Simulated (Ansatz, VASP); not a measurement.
SiW6 in VASP and in Ansatz

Contents of INCAR:

```
SYSTEM = SiW6
PREC     = Accurate       ! precision mode
ENCUT    = 520            ! plane-wave cutoff, eV
EDIFF    = 1E-7           ! SCF threshold, eV
ISMEAR   = 0              ! smearing method
SIGMA    = 0.1            ! smearing width, eV
LREAL    = .FALSE.        ! projectors in reciprocal space
LASPH    = .TRUE.         ! aspherical terms in the spheres
NELM     = 80             ! most SCF steps
ALGO     = Normal         ! electronic algorithm
ISIF     = 2              ! what is computed and relaxed
LWAVE    = .FALSE.        ! write WAVECAR
LCHARG   = .FALSE.        ! write CHGCAR
LDIPOL   = .TRUE.       
IDIPOL   = 3            
DIPOL    = 0.5 0.5 0.322
GGA      = PE             ! functional
IVDW     = 12             ! dispersion correction
NBANDS   = 53             ! bands
```

Contents of KPOINTS:

```
regular mesh
0
G
  6 6 1
  0 0 0
```

The input POSCAR:

```
SiW6
1.0
    4.4682526324      0.0000000000      0.0000000000
   -2.2341263162      3.8696202902      0.0000000000
    0.0000000000      0.0000000000     21.7259061349
W Si
6 1
Direct
    0.6666666667      0.3333333333      0.1841119986
    0.3333333333      0.6666666667      0.2260931360
    0.0000000000      0.0000000000      0.2680742733
    0.6666666667      0.3333333333      0.3070897866
    0.3333333333      0.6666666667      0.3466976876
    0.0000000000      0.0000000000      0.3832248047
    0.6666666667      0.2222222222      0.5397200035
```

Input for Ansatz:

```yaml
crystal:
  lattice:
    - [4.4682526324, 0.0, 0.0]
    - [-2.2341263162, 3.8696202902, 0.0]
    - [0.0, 0.0, 21.7259061349]
  atoms:
    - { symbol: W, position: [0.6666666667, 0.3333333333, 0.1841119986] }
    - { symbol: W, position: [0.3333333333, 0.6666666667, 0.226093136] }
    - { symbol: W, position: [0.0, 0.0, 0.2680742733] }
    - { symbol: W, position: [0.6666666667, 0.3333333333, 0.3070897866] }
    - { symbol: W, position: [0.3333333333, 0.6666666667, 0.3466976876] }
    - { symbol: W, position: [0.0, 0.0, 0.3832248047] }
    - { symbol: Si, position: [0.6666666667, 0.2222222222, 0.5397200035] }
basis:
  ecutwfc: 420
kpoints:
  mp_grid: { grid: [6, 6, 1] }
hamiltonian:
  xc: pbe
  pseudopotentials: { kind: paw, azcp: { folder: soft_1 } }
  dispersion: d3bj
scf:
  occupations: { method: gaussian, width: 0.1 }
output:
  forces: true
  eigenvalues: true
efield:
  axis: 3
  dipole_correction: true
  ramp_width: 0.04
```

Alike in both runs: task single point; functional PBE; dispersion D3(BJ); k mesh 6 × 6 × 1; occupations gaussian, width 0.1 eV; no spin polarisation.

```csv
,VASP,Ansatz
version,VASP 6.6.1,Ansatz 0.2.0
potentials or method,"VASP PAW PBE potentials, release 64 (W_sv, Si), cutoff 520 eV","scalar-relativistic, plane waves, PAW"
valence electrons in the cell,88,88
```

VASP gave:

* gap on the k mesh at the Fermi level (eV): none
* rms of the force components (eV/Å): 1.383

Task: Which values does Ansatz return?

Result: gap on the k mesh at the Fermi level (eV): none; rms of the force components (eV/Å): 1.372.

Atom by atom the forces differ by 0.021 eV/Å (rms over components). A gap of «none» marks a metal or a gap that the smearing closes. Ansatz's warnings: dispersion switch in reach, vacuum below fermi.

Neither program's run includes spin-orbit coupling.
